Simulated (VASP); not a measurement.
# Os (P6_3/mmc) in VASP: single point with pbe exchange, pbesol correlation

Aim: the single point of Os with pbe exchange, pbesol correlation.

Program: VASP 6.6.1. These are calculated values, not measurements. Logs are shortened: lines on timing, memory, paths and dates and some standing lists are left out, and cuts for length are marked.

## 1. The cell of the first run

It takes space group P6_3/mmc (No. 194, hexagonal). Conventional cell: a = 2.734 Å, b = 2.734 Å, c = 4.320 Å, α = 90.00°, β = 90.00°, γ = 120.00°. Within 3.5 Å of Os (site symmetry -6m2) lie 12 Os at 2.68 to 2.73 Å.

## 2. Single point, pbe exchange, pbesol correlation

INCAR

```
SYSTEM = Os
PREC = Accurate
ENCUT = 600
EDIFF = 1E-6
ISMEAR = -1
SIGMA = 0.01
LREAL = .False.
LASPH = .True.
NELM = 120
ALGO = Normal
ISIF = 2
LWAVE = .False.
LCHARG = .False.
GGA = LIBXC
LIBXC1 = GGA_X_PBE
LIBXC2 = GGA_C_PBE_SOL
NBANDS = 15
GGA_COMPAT = .False.
```

KPOINTS

```
Automatic mesh
0
Gamma
  11 11 6
  0 0 0
```

POSCAR

```
Os
1.0
    2.7341000000      0.0000000000      0.0000000000
   -1.3670500000      2.3678000000      0.0000000000
    0.0000000000      0.0000000000      4.3197000000
Os
2
Direct
    0.3333333333      0.6666666667      0.2500000000
    0.6666666667      0.3333333333      0.7500000000
```

Potentials or basis: VASP PAW PBE potentials, release 64 (Os).

The run is started by

```sh
$ cat potpaw_PBE.64/Os/POTCAR > POTCAR
$ mpirun -np 1 vasp_std > vasp.out
```

OUTCAR:

```text
SYSTEM = Os
   PREC = Accurate
   ENCUT = 600
   EDIFF = 1E-6
   ISMEAR = -1
   LREAL = .False.
   LASPH = .True.
   NELM = 120
   ISIF = 2
   GGA = LIBXC

 ion  position               nearest neighbor table
   1  0.333  0.667  0.250-   2 2.68   2 2.68   2 2.68   2 2.68   2 2.68   2 2.68
   2  0.667  0.333  0.750-   1 2.68   1 2.68   1 2.68   1 2.68   1 2.68   1 2.68

  LATTYP: Found a hexagonal cell.
 ALAT       =     2.7341000000
 C/A-ratio  =     1.5799348963

  Lattice vectors:

 A1 = (   2.7341000000,   0.0000000000,   0.0000000000)
 A2 = (  -1.3670500000,   2.3678000000,   0.0000000000)
 A3 = (   0.0000000000,   0.0000000000,   4.3197000000)

Analysis of symmetry for initial positions (statically):
=====================================================================
 Subroutine PRICEL returns:
 Original cell was already a primitive cell.

 Routine SETGRP: Setting up the symmetry group for a
 hexagonal supercell.

 Subroutine GETGRP returns: Found 24 space group operations
 (whereof 12 operations were pure point group operations)
 out of a pool of 24 trial point group operations.

The static configuration has the point symmetry D_3d.
 The point group associated with its full space group is D_6h.

Analysis of symmetry for dynamics (positions and initial velocities):
=====================================================================
 Subroutine PRICEL returns:
 Original cell was already a primitive cell.

 Routine SETGRP: Setting up the symmetry group for a
 hexagonal supercell.

 Subroutine GETGRP returns: Found 24 space group operations
 (whereof 12 operations were pure point group operations)
 out of a pool of 24 trial point group operations.

The dynamic configuration has the point symmetry D_3d.
 The point group associated with its full space group is D_6h.

 Subroutine INISYM returns: Found 24 space group operations
 (whereof 12 operations are pure point group operations),
 and found     1 'primitive' translations

----------------------------------------------------------------------------------------

                                     Primitive cell

  volume of cell :      27.9649

  direct lattice vectors                    reciprocal lattice vectors
     2.734100000  0.000000000  0.000000000     0.365751070  0.211166484  0.000000000
    -1.367050000  2.367800000  0.000000000     0.000000000  0.422332967  0.000000000
     0.000000000  0.000000000  4.319700000     0.000000000  0.000000000  0.231497558

  length of vectors
     2.734100000  2.734099951  4.319700000     0.422332960  0.422332967  0.231497558

  position of ions in fractional coordinates (direct lattice)
     0.333333333  0.666666667  0.250000000
     0.666666667  0.333333333  0.750000000

  ion indices of the primitive-cell ions
   primitive index   ion index
                 1           1
                 2           2

----------------------------------------------------------------------------------------

 KPOINTS: Automatic mesh

Automatic generation of k-mesh.
 Grid dimensions read from file:
 generate k-points for:   11   11    6

 Generating k-lattice:

  Cartesian coordinates                     Fractional coordinates (reciprocal lattice)
     0.033250097  0.019196953  0.000000000     0.090909091  0.000000000  0.000000000
     0.000000000  0.038393906  0.000000000     0.000000000  0.090909091  0.000000000
     0.000000000  0.000000000  0.038582926     0.000000000  0.000000000  0.166666667

  Length of vectors
     0.038393905  0.038393906  0.038582926

  Shift w.r.t. Gamma in fractional coordinates (k-lattice)
     0.000000000  0.000000000  0.000000000

 Subroutine IBZKPT returns following result:
 ===========================================

 Found     64 irreducible k-points:

 Following reciprocal coordinates:
            Coordinates               Weight
  0.000000  0.000000  0.000000      1.000000
  0.090909  0.000000  0.000000      6.000000
  0.181818  0.000000  0.000000      6.000000
  0.272727  0.000000  0.000000      6.000000
  0.363636  0.000000  0.000000      6.000000
  0.454545  0.000000  0.000000      6.000000
[... 16 lines left out ...]
  0.090909  0.090909  0.166667     12.000000
  0.181818  0.090909  0.166667     24.000000
 [... further k-points ...]
   k-points           NKPTS =     64   k-points in BZ     NKDIM =     64   number of bands    NBANDS=     15
   number of dos      NEDOS =    301   number of ions     NIONS =      2
   total plane-waves  NPLWV =  20736
   dimension x,y,z NGX =    24 NGY =   24 NGZ =   36
   dimension x,y,z NGXF=    48 NGYF=   48 NGZF=   72
   ions per type =               2
   NGX,Y,Z   is equivalent  to a cutoff of  14.59, 14.59, 13.85 a.u.
   NGXF,Y,Z  is equivalent  to a cutoff of  29.19, 29.19, 27.71 a.u.
 SYSTEM =  Os
   PREC   = accura    normal or accurate (medium, high low for compatibility)
   ISTART =      0    job   : 0-new  1-cont  2-samecut
   ICHARG =      2    charge: 1-file 2-atom 10-const
   ISPIN  =      1    spin polarized calculation?
   LNONCOLLINEAR =      F non collinear calculations
   LSORBIT =      F    spin-orbit coupling
   LASPH  =      T    aspherical Exc in radial PAW
   ENCUT  =  600.0 eV  44.10 Ry    6.64 a.u.   5.46  5.46  8.63*2*pi/ulx,y,z
   NELM   =    120;   NELMIN=  2; NELMDL= -5     # of ELM steps
   EDIFF  = 0.1E-05   stopping-criterion for ELM
   LREAL  =      F    real-space projection
   EDIFFG = 0.1E-04   stopping-criterion for IOM
   NSW    =      0    number of steps for IOM
   IBRION =     -1    ionic relax: 0-MD 1-quasi-New 2-CG
   NFREE  =      0    steps in history (QN), initial steepest desc. (CG)
   ISIF   =      2    stress and relaxation
   ISYM   =      2    0-nonsym 1-usesym 2-fastsym
   POTIM  = 0.5000    time-step for ionic-motion
   TEBEG  =    0.0;   TEEND  =   0.0 temperature during run
   PSTRESS=    0.0 pullay stress
   NELECT =      16.0000    total number of electrons
   NUPDOWN=      -1.0000    fix difference up-down
   EMIN   =  10.00;   EMAX   =-10.00  energy-range for DOS
   EFERMI =   0.00;   METHOD = LEGACY
   ISMEAR =    -1;   SIGMA  =   0.01  broadening in eV -4-tet -1-fermi 0-gaus
   EFERMI_NEDOS =   21; number of points for ismear=-14 and -15
   IALGO  =     38    algorithm
   IMIX   =      4    mixing-type and parameters
     AMIX     =   0.40;   BMIX     =  1.00
     AMIX_MAG =   1.60;   BMIX_MAG =  1.00
  volume/ion in A,a.u.               =      13.98        94.36
  Fermi-wavevector in a.u.,A,eV,Ry     =   1.359076  2.568282 25.131162  1.847088
  Thomas-Fermi vector in A             =   2.485855
   LORBIT       =      0    0 simple, 1 ext, 2 COOP (PROOUT), +10 PAW based schemes
   GGA     = LIBXC    functional components
   LHFCALC =     F    Hartree Fock is set to
   AEXX    =    0.0000 exact exchange contribution
   IVDW    =     0    specifies the selected vdW correction
   LEPSILON=     F    determine dielectric tensor
   LRPA    =     F    only Hartree local field effects (RPA)
 non-spin polarized calculation
  energy-cutoff  :      600.00
  volume of cell :       27.96
 maximum number of plane-waves:       965
 NGX is ok and might be reduce to    24
   NGX = 11   NGY = 11   NGZ = 17

 number of electron      16.0000001 magnetization

 Free energy of the ion-electron system (eV)
  ---------------------------------------------------
  ext. energy  EPLUGINS =         0.00000000
  ---------------------------------------------------
  free energy    TOTEN  =       -21.89385470 eV

  energy without entropy =      -21.89340339  energy(sigma->0) =      -21.89362905

 E-fermi :   9.3682     XC(G=0): -14.0166

 val. band max:        9.3652048043   @ k =   0.3636   0.0000   0.3333
 cond. band min:       9.4492653353   @ k =   0.3636   0.0909   0.3333
 fundamental gap:      0.0840605310
 Fermi energy:         9.3682255382

 k-point     1 :       0.0000    0.0000    0.0000
  band No.  band energies     occupation
      1      -1.4453      2.00000
      2       1.6727      2.00000
      3       6.3848      2.00000
      4       6.3848      2.00000
      5       6.6295      2.00000
      6       7.2219      2.00000
      7       7.2219      2.00000
      8       7.8647      2.00000
      9       7.8647      2.00000
     10       9.5647      0.00000
     11      11.1175      0.00000
     12      11.1175      0.00000
     13      18.5144      0.00000
     14      23.6174      0.00000
     15      26.3062      0.00000

 k-point     2 :       0.0909    0.0000    0.0000
  band No.  band energies     occupation
      1      -1.1128      2.00000
      2       1.9648      2.00000
      3       5.8336      2.00000
      4       6.6788      2.00000
      5       6.9913      2.00000
      6       7.1463      2.00000
      7       7.4033      2.00000
      8       7.4961      2.00000
      9       7.6362      2.00000
     10       8.4527      2.00000
     11      11.2741      0.00000
     12      12.7829      0.00000
     13      18.4819      0.00000
     14      24.2888      0.00000
     15      26.7267      0.00000

 k-point     3 :       0.1818    0.0000    0.0000
  band No.  band energies     occupation
      1      -0.1947      2.00000
      2       2.6474      2.00000
      3       5.1970      2.00000
      4       5.9555      2.00000
      5       6.5785      2.00000
      6       7.1205      2.00000
      7       7.5291      2.00000
      8       7.8225      2.00000
      9       7.8857      2.00000
     10       8.2826      2.00000
     11      11.5925      0.00000
     12      15.1825      0.00000
     13      18.2997      0.00000
     14      25.3135      0.00000
     15      26.9503      0.00000
[... 343 lines left out ...]
 k-point    23 :       0.0909    0.0909    0.1667
  band No.  band energies     occupation
      1      -0.1745      2.00000
      2       2.5641      2.00000
      3       5.3368      2.00000
      4       5.7387      2.00000
      5       6.4886      2.00000
      6       6.8434      2.00000
      7       7.3282      2.00000
      8       7.6606      2.00000
      9       8.3755      2.00000
     10       8.4327      2.00000
     11      11.3929      0.00000
     12      13.4684      0.00000
     13      20.0181      0.00000
     14      24.8482      0.00000
     15      26.9400      0.00000

 k-point    24 :       0.1818    0.0909    0.1667
  band No.  band energies     occupation
      1       0.8591      2.00000
      2       3.2788      2.00000
      3       4.6913      2.00000
      4       4.9037      2.00000
      5       6.1385      2.00000
      6       6.7555      2.00000
      7       7.3405      2.00000
      8       8.2805      2.00000
      9       8.8933      2.00000
     10       9.2655      1.99993
     11      11.5521      0.00000
     12      14.9996      0.00000
     13      20.0164      0.00000
     14      24.6328      0.00000
     15      25.7313      0.00000

 [... further k-points ...]
[... 5 lines left out ...]
  --------------------------------------------------------------------------------------
  -------------------------------------------------------------------------------------
  Total        2.1620254      2.1620253      2.2017710      0.0000000      0.0000000      0.0000000
  in kB      123.8677888    123.8677829    126.1449113      0.0000000      0.0000000      0.0000000
  external PRESSURE =     124.6268276 kB  Pullay stress =       0.0000000 kB

 VOLUME and BASIS-vectors are now :
 -----------------------------------------------------------------------------
  energy-cutoff  :      600.00
  volume of cell :       27.96
      direct lattice vectors                 reciprocal lattice vectors
     2.734100000  0.000000000  0.000000000     0.365751070  0.211166484  0.000000000
    -1.367050000  2.367800000  0.000000000     0.000000000  0.422332967  0.000000000
     0.000000000  0.000000000  4.319700000     0.000000000  0.000000000  0.231497558

 POSITION                                       TOTAL-FORCE (eV/Angst)
 -----------------------------------------------------------------------------------
     -0.00000      1.57853      1.07993        -0.000000     -0.000000      0.000000
      1.36705      0.78927      3.23977         0.000000      0.000000      0.000000
 -----------------------------------------------------------------------------------
    total drift:                               -0.000000      0.000000     -0.000000

  FREE ENERGIE OF THE ION-ELECTRON SYSTEM (eV)
  ---------------------------------------------------
  free  energy   TOTEN  =       -21.8938547025 eV

  energy  without entropy=      -21.8934033944  energy(sigma->0) =      -21.89362905
```

It took 30 s on 1 thread of Intel Xeon 8259CL, shared host; peak memory 0.17 GiB.

Results:

* Free energy: -21.8939 eV
* Pressure: 12.5 GPa
* Band gap on the k mesh: zero (bands 8 and 9 overlap by 3.88 eV)

Caveat: the cell stands under pressure; the PAW data sets were made with another functional, which shifts forces and pressure a little; spin-orbit coupling is left out, which moves the levels of the heavy elements.

The gap in the log of VASP goes by the Fermi energy; the results here count the filled bands.